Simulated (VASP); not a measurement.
# TiPbO3 (Pm-3m) in VASP: notebook

The runs below take TiPbO3 through single point, with PBEsol.

Program: VASP 6.6.1. These are calculated values, not measurements. Logs are shortened: lines on timing, memory, paths and dates and some standing lists are left out, and cuts for length are marked.

## 1. The cell of the first run

Symmetry: Pm-3m, No. 221, cubic system. The conventional cell has a = 3.967 Å, b = 3.967 Å, c = 3.967 Å, α = 90.00°, β = 90.00°, γ = 90.00°. Pb (site symmetry m-3m) has 12 O at 2.81 Å and 8 Ti at 3.44 Å within 3.7 Å. Within 2.6 Å of Ti (site symmetry m-3m) lie 6 O at 1.98 Å. Within 2.6 Å of O (site symmetry 4/mmm) lie 2 Ti at 1.98 Å.

## 2. Single point, PBEsol

Contents of INCAR:

```
ALGO = Normal
EDIFF = 1E-6
ENCUT = 600
GGA = PS
GGA_COMPAT = F
ISIF = 2
ISMEAR = 0
LASPH = T
LCHARG = F
LREAL = F
LWAVE = F
NBANDS = 30
NELM = 120
PREC = Accurate
SIGMA = 0.1
```

Contents of KPOINTS:

```
k-points
0
Gamma
  4 4 4
```

Contents of POSCAR:

```
TiPbO3
1.0
    3.9674017265      0.0000000000      0.0000000000
    0.0000000000      3.9674017265      0.0000000000
    0.0000000000      0.0000000000      3.9674017265
Pb Ti O
1 1 3
Direct
    0.0000000000      0.0000000000      0.0000000000
    0.5000000000      0.5000000000      0.5000000000
    0.0000000000      0.5000000000      0.5000000000
    0.5000000000      0.5000000000      0.0000000000
    0.5000000000      0.0000000000      0.5000000000
```

Potentials or basis: VASP PAW PBE potentials, release 64 (Pb_d, Ti_sv, O).

Launch:

```bash
$ cat potpaw_PBE.64/Pb_d/POTCAR potpaw_PBE.64/Ti_sv/POTCAR potpaw_PBE.64/O/POTCAR > POTCAR
$ mpirun -np 1 vasp_std > vasp.out
```

OUTCAR:

```text
EDIFF = 1E-6
   ENCUT = 600
   GGA = PS
   ISIF = 2
   ISMEAR = 0
   LASPH = T
   LREAL = F
   NELM = 120
   PREC = Accurate

 ion  position               nearest neighbor table
   1  0.000  0.000  0.000-   3 2.81   4 2.81   5 2.81   3 2.81   5 2.81   3 2.81   4 2.81   3 2.81
                             4 2.81   5 2.81   5 2.81   4 2.81   2 3.44   2 3.44   2 3.44   2 3.44
   2  0.500  0.500  0.500-   3 1.98   4 1.98   5 1.98   4 1.98   5 1.98   3 1.98   1 3.44   1 3.44
                             1 3.44   1 3.44   1 3.44   1 3.44   1 3.44   1 3.44
   3  0.000  0.500  0.500-   2 1.98   2 1.98   1 2.81   1 2.81   1 2.81   1 2.81
   4  0.500  0.500  0.000-   2 1.98   2 1.98   1 2.81   1 2.81   1 2.81   1 2.81
   5  0.500  0.000  0.500-   2 1.98   2 1.98   1 2.81   1 2.81   1 2.81   1 2.81

  LATTYP: Found a simple cubic cell.
 ALAT       =     3.9674017265

  Lattice vectors:

 A1 = (   3.9674017265,   0.0000000000,   0.0000000000)
 A2 = (   0.0000000000,   3.9674017265,   0.0000000000)
 A3 = (   0.0000000000,   0.0000000000,   3.9674017265)

Analysis of symmetry for initial positions (statically):
=====================================================================
 Subroutine PRICEL returns:
 Original cell was already a primitive cell.

 Routine SETGRP: Setting up the symmetry group for a
 simple cubic supercell.

 Subroutine GETGRP returns: Found 48 space group operations
 (whereof 48 operations were pure point group operations)
 out of a pool of 48 trial point group operations.

The static configuration has the point symmetry O_h .

Analysis of symmetry for dynamics (positions and initial velocities):
=====================================================================
 Subroutine PRICEL returns:
 Original cell was already a primitive cell.

 Routine SETGRP: Setting up the symmetry group for a
 simple cubic supercell.

 Subroutine GETGRP returns: Found 48 space group operations
 (whereof 48 operations were pure point group operations)
 out of a pool of 48 trial point group operations.

The dynamic configuration has the point symmetry O_h .

 Subroutine INISYM returns: Found 48 space group operations
 (whereof 48 operations are pure point group operations),
 and found     1 'primitive' translations

----------------------------------------------------------------------------------------

                                     Primitive cell

  volume of cell :      62.4480

  direct lattice vectors                    reciprocal lattice vectors
     3.967401726  0.000000000  0.000000000     0.252054132  0.000000000  0.000000000
     0.000000000  3.967401726  0.000000000     0.000000000  0.252054132  0.000000000
     0.000000000  0.000000000  3.967401726     0.000000000  0.000000000  0.252054132

  length of vectors
     3.967401726  3.967401726  3.967401726     0.252054132  0.252054132  0.252054132

  position of ions in fractional coordinates (direct lattice)
     0.000000000  0.000000000  0.000000000
     0.500000000  0.500000000  0.500000000
     0.000000000  0.500000000  0.500000000
     0.500000000  0.500000000  0.000000000
     0.500000000  0.000000000  0.500000000

  ion indices of the primitive-cell ions
   primitive index   ion index
                 1           1
                 2           2
                 3           3
                 4           4
                 5           5

----------------------------------------------------------------------------------------

 KPOINTS: k-points

Automatic generation of k-mesh.
 Grid dimensions read from file:
 generate k-points for:    4    4    4

 Generating k-lattice:

  Cartesian coordinates                     Fractional coordinates (reciprocal lattice)
     0.063013533  0.000000000  0.000000000     0.250000000  0.000000000  0.000000000
     0.000000000  0.063013533  0.000000000     0.000000000  0.250000000  0.000000000
     0.000000000  0.000000000  0.063013533     0.000000000  0.000000000  0.250000000

  Length of vectors
     0.063013533  0.063013533  0.063013533

  Shift w.r.t. Gamma in fractional coordinates (k-lattice)
     0.000000000  0.000000000  0.000000000

 Subroutine IBZKPT returns following result:
 ===========================================

 Found     10 irreducible k-points:

 Following reciprocal coordinates:
            Coordinates               Weight
  0.000000  0.000000  0.000000      1.000000
  0.250000  0.000000  0.000000      6.000000
  0.500000  0.000000  0.000000      3.000000
  0.250000  0.250000  0.000000     12.000000
  0.500000  0.250000  0.000000     12.000000
  0.500000  0.500000  0.000000      3.000000
  0.250000  0.250000  0.250000      8.000000
  0.500000  0.250000  0.250000     12.000000
  0.500000  0.500000  0.250000      6.000000
  0.500000  0.500000  0.500000      1.000000
   k-points           NKPTS =     10   k-points in BZ     NKDIM =     10   number of bands    NBANDS=     30
   number of dos      NEDOS =    301   number of ions     NIONS =      5
   total plane-waves  NPLWV =  32768
   dimension x,y,z NGX =    32 NGY =   32 NGZ =   32
   dimension x,y,z NGXF=    64 NGYF=   64 NGZF=   64
   ions per type =               1   1   3
   NGX,Y,Z   is equivalent  to a cutoff of  13.41, 13.41, 13.41 a.u.
   NGXF,Y,Z  is equivalent  to a cutoff of  26.82, 26.82, 26.82 a.u.
 SYSTEM =  unknown system
   PREC   = accura    normal or accurate (medium, high low for compatibility)
   ISTART =      0    job   : 0-new  1-cont  2-samecut
   ICHARG =      2    charge: 1-file 2-atom 10-const
   ISPIN  =      1    spin polarized calculation?
   LNONCOLLINEAR =      F non collinear calculations
   LSORBIT =      F    spin-orbit coupling
   LASPH  =      T    aspherical Exc in radial PAW
   ENCUT  =  600.0 eV  44.10 Ry    6.64 a.u.   7.92  7.92  7.92*2*pi/ulx,y,z
   NELM   =    120;   NELMIN=  2; NELMDL= -5     # of ELM steps
   EDIFF  = 0.1E-05   stopping-criterion for ELM
   LREAL  =      F    real-space projection
   EDIFFG = 0.1E-04   stopping-criterion for IOM
   NSW    =      0    number of steps for IOM
   IBRION =     -1    ionic relax: 0-MD 1-quasi-New 2-CG
   NFREE  =      0    steps in history (QN), initial steepest desc. (CG)
   ISIF   =      2    stress and relaxation
   ISYM   =      2    0-nonsym 1-usesym 2-fastsym
   POTIM  = 0.5000    time-step for ionic-motion
   TEBEG  =    0.0;   TEEND  =   0.0 temperature during run
   PSTRESS=    0.0 pullay stress
   NELECT =      44.0000    total number of electrons
   NUPDOWN=      -1.0000    fix difference up-down
   EMIN   =  10.00;   EMAX   =-10.00  energy-range for DOS
   EFERMI =   0.00;   METHOD = LEGACY
   ISMEAR =     0;   SIGMA  =   0.10  broadening in eV -4-tet -1-fermi 0-gaus
   EFERMI_NEDOS =   21; number of points for ismear=-14 and -15
   IALGO  =     38    algorithm
   IMIX   =      4    mixing-type and parameters
     AMIX     =   0.40;   BMIX     =  1.00
     AMIX_MAG =   1.60;   BMIX_MAG =  1.00
  volume/ion in A,a.u.               =      12.49        84.28
  Fermi-wavevector in a.u.,A,eV,Ry     =   1.456754  2.752866 28.873361  2.122132
  Thomas-Fermi vector in A             =   2.573635
   LORBIT       =      0    0 simple, 1 ext, 2 COOP (PROOUT), +10 PAW based schemes
   GGA     = PS    functional components
   LHFCALC =     F    Hartree Fock is set to
   AEXX    =    0.0000 exact exchange contribution
   IVDW    =     0    specifies the selected vdW correction
   LEPSILON=     F    determine dielectric tensor
   LRPA    =     F    only Hartree local field effects (RPA)
 non-spin polarized calculation
 Gauss-broadening in eV      SIGMA  =   0.10
  energy-cutoff  :      600.00
  volume of cell :       62.45
 maximum number of plane-waves:      2176
 NGX is ok and might be reduce to    32
   NGX = 15   NGY = 15   NGZ = 15

 number of electron      43.9999977 magnetization

 Free energy of the ion-electron system (eV)
  ---------------------------------------------------
  ext. energy  EPLUGINS =         0.00000000
  ---------------------------------------------------
  free energy    TOTEN  =       -39.68773523 eV

  energy without entropy =      -39.68773523  energy(sigma->0) =      -39.68773523

 E-fermi :   6.4632     XC(G=0): -11.7422

 val. band max:        6.0058427832   @ k =   0.5000   0.0000   0.0000
 cond. band min:       7.5907129964   @ k =   0.0000   0.0000   0.0000
 fundamental gap:      1.5848702132
 Fermi energy:         6.4632154774

 k-point     1 :       0.0000    0.0000    0.0000
  band No.  band energies     occupation
      1     -50.6835      2.00000
      2     -27.0116      2.00000
      3     -27.0116      2.00000
      4     -27.0116      2.00000
      5     -11.7783      2.00000
      6     -10.7009      2.00000
[... 22 lines left out ...]
     29      13.3532      0.00000
     30      13.3532      0.00000

 k-point     2 :       0.2500    0.0000    0.0000
  band No.  band energies     occupation
      1     -50.6829      2.00000
      2     -27.0410      2.00000
      3     -27.0105      2.00000
      4     -27.0105      2.00000
      5     -11.5285      2.00000
      6     -10.6149      2.00000
[... 22 lines left out ...]
     29      12.7897      0.00000
     30      12.7897      0.00000

 k-point     3 :       0.5000    0.0000    0.0000
  band No.  band energies     occupation
      1     -50.6823      2.00000
      2     -27.0701      2.00000
      3     -27.0094      2.00000
      4     -27.0094      2.00000
      5     -11.2513      2.00000
      6     -10.5385      2.00000
[... 22 lines left out ...]
     29      12.2560      0.00000
     30      12.2560      0.00000

 k-point     4 :       0.2500    0.2500    0.0000
  band No.  band energies     occupation
      1     -50.6823      2.00000
      2     -27.0400      2.00000
      3     -27.0395      2.00000
      4     -27.0094      2.00000
      5     -11.3132      2.00000
      6     -10.5688      2.00000
[... 154 lines left out ...]
     29      12.3568      0.00000
     30      12.8774      0.00000

 k-point     9 :       0.5000    0.5000    0.2500
  band No.  band energies     occupation
      1     -50.6806      2.00000
      2     -27.0660      2.00000
      3     -27.0660      2.00000
      4     -27.0361      2.00000
      5     -10.8431      2.00000
      6     -10.4668      2.00000
[... 22 lines left out ...]
     29      12.2248      0.00000
     30      13.5892      0.00000

 k-point    10 :       0.5000    0.5000    0.5000
  band No.  band energies     occupation
      1     -50.6800      2.00000
      2     -27.0648      2.00000
      3     -27.0648      2.00000
      4     -27.0648      2.00000
      5     -10.5935      2.00000
      6     -10.5935      2.00000
[... 22 lines left out ...]
     29      13.5895      0.00000
     30      13.5895      0.00000

------------------------ aborting loop because EDIFF is reached ----------------------------------------

  FORCE on cell =-STRESS in cart. coord.  units (eV):
  Direction    XX          YY          ZZ          XY          YZ          ZX
  --------------------------------------------------------------------------------------
  -------------------------------------------------------------------------------------
  Total       -2.4167715     -2.4167715     -2.4167715      0.0000000      0.0000000      0.0000000
  in kB      -62.0051336    -62.0051336    -62.0051336      0.0000000      0.0000000      0.0000000
  external PRESSURE =     -62.0051336 kB  Pullay stress =       0.0000000 kB

 VOLUME and BASIS-vectors are now :
 -----------------------------------------------------------------------------
  energy-cutoff  :      600.00
  volume of cell :       62.45
      direct lattice vectors                 reciprocal lattice vectors
     3.967401726  0.000000000  0.000000000     0.252054132  0.000000000  0.000000000
     0.000000000  3.967401726  0.000000000     0.000000000  0.252054132  0.000000000
     0.000000000  0.000000000  3.967401726     0.000000000  0.000000000  0.252054132

 POSITION                                       TOTAL-FORCE (eV/Angst)
 -----------------------------------------------------------------------------------
      0.00000      0.00000      0.00000         0.000000      0.000000      0.000000
      1.98370      1.98370      1.98370         0.000000      0.000000      0.000000
      0.00000      1.98370      1.98370         0.000000      0.000000      0.000000
      1.98370      1.98370      0.00000         0.000000      0.000000      0.000000
      1.98370      0.00000      1.98370         0.000000      0.000000      0.000000
 -----------------------------------------------------------------------------------
    total drift:                                0.000000     -0.000000     -0.000000

  FREE ENERGIE OF THE ION-ELECTRON SYSTEM (eV)
  ---------------------------------------------------
  free  energy   TOTEN  =       -39.6877352300 eV

  energy  without entropy=      -39.6877352300  energy(sigma->0) =      -39.68773523
```

It took 21 s on 1 thread of Intel Xeon Platinum 8259CL at 2.50GHz (Skylake/Cascade Lake), shared host; peak memory 0.18 GiB.

Results:

```yaml
Free_energy: -39.6877 eV
Pressure: -6.2 GPa
Band_gap_on_the_k_mesh: 1.58 eV (least direct gap 1.59 eV)
```

Caveat: the cell stands under tension; the PAW data sets were made with another functional, which shifts forces and pressure a little; spin-orbit coupling is left out, which moves the levels of the heavy elements. A k mesh can miss the band edges.

(Continued in part 2 of 2.)
